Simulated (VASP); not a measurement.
# CuAu (P4/mmm) in VASP: further runs, part 2 of 2

VASP 6.6.1. The steps go on from the part before.

## Step 4: Single point, PBEsol

This run uses another cell than the first one, of 14.41 Å³/atom, 1.031 times its volume.

INCAR

```
SYSTEM = CuAu
ALGO = Fast
EDIFF = 1E-7
ENCUT = 520
GGA = PS
ISIF = 2
ISMEAR = -1
LASPH = .TRUE.
LCHARG = .FALSE.
LREAL = .FALSE.
LWAVE = .FALSE.
NBANDS = 18
NELM = 80
PREC = Accurate
SIGMA = 0.05
```

KPOINTS

```
k-points
0
G
  8 8 6
  0 0 0
```

POSCAR

```
CuAu
1.0
    2.8107494552      0.0000000000      0.0000000000
    0.0000000000      2.8107494552      0.0000000000
    0.0000000000      0.0000000000      3.6481500000
Au Cu
1 1
Direct
    0.0000000000      0.0000000000      0.0000000000
    0.5000000000      0.5000000000      0.5000000000
```

Potentials or basis: VASP PAW PBE potentials, release 64 (Au, Cu).

Launch:

```sh
> cat potpaw_PBE.64/Au/POTCAR potpaw_PBE.64/Cu/POTCAR > POTCAR
> mpirun -np 1 vasp_std > vasp.out
```

OUTCAR:

```text
SYSTEM = CuAu
   EDIFF = 1E-7
   ENCUT = 520
   GGA = PS
   ISIF = 2
   ISMEAR = -1
   LASPH = .TRUE.
   LREAL = .FALSE.
   NELM = 80
   PREC = Accurate

 ion  position               nearest neighbor table
   1  0.000  0.000  0.000-   2 2.70   2 2.70   2 2.70   2 2.70   2 2.70   2 2.70   2 2.70   2 2.70

   2  0.500  0.500  0.500-   1 2.70   1 2.70   1 2.70   1 2.70   1 2.70   1 2.70   1 2.70   1 2.70

  LATTYP: Found a simple tetragonal cell.
 ALAT       =     2.8107494552
 C/A-ratio  =     1.2979278510

  Lattice vectors:

 A1 = (   2.8107494552,   0.0000000000,   0.0000000000)
 A2 = (   0.0000000000,   2.8107494552,   0.0000000000)
 A3 = (   0.0000000000,   0.0000000000,   3.6481500000)

Analysis of symmetry for initial positions (statically):
=====================================================================
 Subroutine PRICEL returns:
 Original cell was already a primitive cell.

 Routine SETGRP: Setting up the symmetry group for a
 simple tetragonal supercell.

 Subroutine GETGRP returns: Found 16 space group operations
 (whereof 16 operations were pure point group operations)
[... 157 lines left out ...]
 Free energy of the ion-electron system (eV)
  ---------------------------------------------------
  ext. energy  EPLUGINS =         0.00000000
  ---------------------------------------------------
  free energy    TOTEN  =        -8.34458609 eV

  energy without entropy =       -8.33957541  energy(sigma->0) =       -8.34208075

 E-fermi :   8.7015     XC(G=0): -12.8931

 val. band max:        8.6514804979   @ k =   0.5000   0.1250   0.1667
 cond. band min:       8.7692174170   @ k =   0.5000   0.2500   0.0000
 fundamental gap:      0.1177369191
 Fermi energy:         8.7015196086

 k-point     1 :       0.0000    0.0000    0.0000
  band No.  band energies     occupation
      1      -1.2221      2.00000
      2       2.0471      2.00000
      3       2.1868      2.00000
      4       4.5955      2.00000
      5       4.5955      2.00000
      6       5.6680      2.00000
[... 481 lines left out ...]
      5       4.5128      2.00000
      6       5.3521      2.00000
[... 10 lines left out ...]
     17      22.9015      0.00000
     18      24.5392      0.00000

 [... further k-points ...]
[... 5 lines left out ...]
  --------------------------------------------------------------------------------------
  -------------------------------------------------------------------------------------
  Total       -0.1721671     -0.1721671     -0.5103498      0.0000000      0.0000000     -0.0000000
  in kB       -9.5707019     -9.5707019    -28.3701448      0.0000000      0.0000000     -0.0000000
  external PRESSURE =     -15.8371828 kB  Pullay stress =       0.0000000 kB

 VOLUME and BASIS-vectors are now :
 -----------------------------------------------------------------------------
  energy-cutoff  :      520.00
  volume of cell :       28.82
      direct lattice vectors                 reciprocal lattice vectors
     2.810749455  0.000000000  0.000000000     0.355776997  0.000000000  0.000000000
     0.000000000  2.810749455  0.000000000     0.000000000  0.355776997  0.000000000
     0.000000000  0.000000000  3.648150000     0.000000000  0.000000000  0.274111536

 POSITION                                       TOTAL-FORCE (eV/Angst)
 -----------------------------------------------------------------------------------
      0.00000      0.00000      0.00000         0.000000      0.000000      0.000000
      1.40537      1.40537      1.82407         0.000000      0.000000      0.000000
 -----------------------------------------------------------------------------------
    total drift:                                0.000000      0.000000     -0.000000

  FREE ENERGIE OF THE ION-ELECTRON SYSTEM (eV)
  ---------------------------------------------------
  free  energy   TOTEN  =        -8.3445860918 eV

  energy  without entropy=       -8.3395754074  energy(sigma->0) =       -8.34208075
```

OSZICAR:

```text
N       E                     dE             d eps       ncg     rms          rms(c)
DAV:   1     0.125034343124E+03    0.12503E+03   -0.11015E+04  2378   0.173E+03
DAV:   2    -0.446459805704E+01   -0.12950E+03   -0.12138E+03  2178   0.295E+02
DAV:   3    -0.948272687937E+01   -0.50181E+01   -0.49047E+01  2510   0.676E+01
DAV:   4    -0.955305301437E+01   -0.70326E-01   -0.70240E-01  2716   0.658E+00
DAV:   5    -0.955480480860E+01   -0.17518E-02   -0.17517E-02  2788   0.108E+00    0.126E+01
RMM:   6    -0.893151861115E+01    0.62329E+00   -0.58213E+00  2480   0.386E+01    0.633E+00
RMM:   7    -0.842862311698E+01    0.50290E+00   -0.21266E+00  2466   0.210E+01    0.592E+00
RMM:   8    -0.834981057750E+01    0.78813E-01   -0.19440E-01  2542   0.559E+00    0.256E+00
RMM:   9    -0.835716738246E+01   -0.73568E-02   -0.67301E-02  2632   0.454E+00    0.106E+00
RMM:  10    -0.834470850169E+01    0.12459E-01   -0.53503E-02  2638   0.322E+00    0.280E-01
RMM:  11    -0.834476420251E+01   -0.55701E-04   -0.70711E-03  2892   0.847E-01    0.192E-01
RMM:  12    -0.834479101947E+01   -0.26817E-04   -0.12070E-03  2833   0.319E-01    0.118E-01
RMM:  13    -0.834458175910E+01    0.20926E-03   -0.59434E-04  2600   0.360E-01    0.538E-02
RMM:  14    -0.834458521833E+01   -0.34592E-05   -0.11106E-04  2926   0.936E-02    0.164E-02
RMM:  15    -0.834458585562E+01   -0.63728E-06   -0.15027E-05  3106   0.349E-02    0.418E-03
RMM:  16    -0.834458601545E+01   -0.15983E-06   -0.19032E-06  2766   0.105E-02    0.367E-03
RMM:  17    -0.834458609184E+01   -0.76393E-07   -0.54628E-07  2293   0.925E-03
   1 F= -.83445861E+01 E0= -.83420807E+01  d E =-.501068E-02
```

stdout:

```text
POSCAR found type information on POSCAR AuCu
 POSCAR found :  2 types and       2 ions
 scaLAPACK will be used
 -----------------------------------------------------------------------------
|                                                                             |
|                                                                             |
|     You enforced a specific xc type in the INCAR file but a different       |
|     I HOPE YOU KNOW WHAT YOU ARE DOING!                                     |
|                                                                             |
 -----------------------------------------------------------------------------

 LDA part: xc-table for (Slater+PW92), standard interpolation
 POSCAR, INCAR and KPOINTS ok, starting setup
 FFT: planning ... GRIDC
 FFT: planning ... GRID_SOFT
 FFT: planning ... GRID
 WAVECAR not read
 entering main loop
```

Run time: 57 s. Hardware: 1 thread of AMD EPYC 7R43 (Zen 3), shared host; peak memory 0.12 GiB.

Results:

```
Free energy            : -8.3446 eV
Pressure               : -1.6 GPa
Band gap on the k mesh : zero (band 11 reaches 14.02 eV, above the bottom of band 12 at 6.68 eV)
```

Stress tensor (GPa, compression positive):
```
-0.96  0.00  0.00
 0.00 -0.96  0.00
 0.00  0.00 -2.84
```

Levels at points of the mesh, in eV from the Fermi level:
```csv
k point,band 9,band 10,band 11,band 12,band 13,band 14
"(0.00, 0.00, 0.00)",-1.70,-1.48,-1.48,2.17,8.27,9.88
"(0.50, 0.00, 0.00)",-2.45,-2.24,-0.91,-0.18,9.54,9.61
"(0.50, 0.50, 0.00)",-1.37,-1.37,0.52,0.52,5.08,6.85
"(0.00, 0.00, 0.50)",-2.38,-2.38,-2.36,-2.02,14.29,14.55
"(0.50, 0.00, 0.50)",-1.60,-1.54,-1.14,-1.14,2.68,4.46
"(0.50, 0.50, 0.50)",-1.67,-1.65,5.31,5.48,5.48,6.12
```

Caveat: the PAW data sets were made with another functional, which shifts forces and pressure a little; spin-orbit coupling is left out, which moves the levels of the heavy elements.

## Step 5: Overview

| cell | gap on the mesh (eV) | pressure (GPa) |
| --- | --- | --- |
| a = 2.811, b = 2.811, c = 3.538 Å, 2 atoms | none | 3.6 |
| a = 2.811, b = 2.811, c = 3.611 Å, 2 atoms | none | -0.2 |
| a = 2.811, b = 2.811, c = 3.648 Å, 2 atoms | none | -1.6 |

Alike in all rows: task single point; level PBEsol; potentials or basis VASP PAW PBE potentials, release 64 (Au, Cu); no spin polarisation; k mesh 8 × 8 × 6; cutoff (eV) 520; smearing fermi-dirac 0.05 eV.

Caveats: the PAW data sets were made with another functional, which shifts forces and pressure a little; spin-orbit coupling is left out, which moves the levels of the heavy elements.

Absolute energies hang on the potentials; compare differences alone.
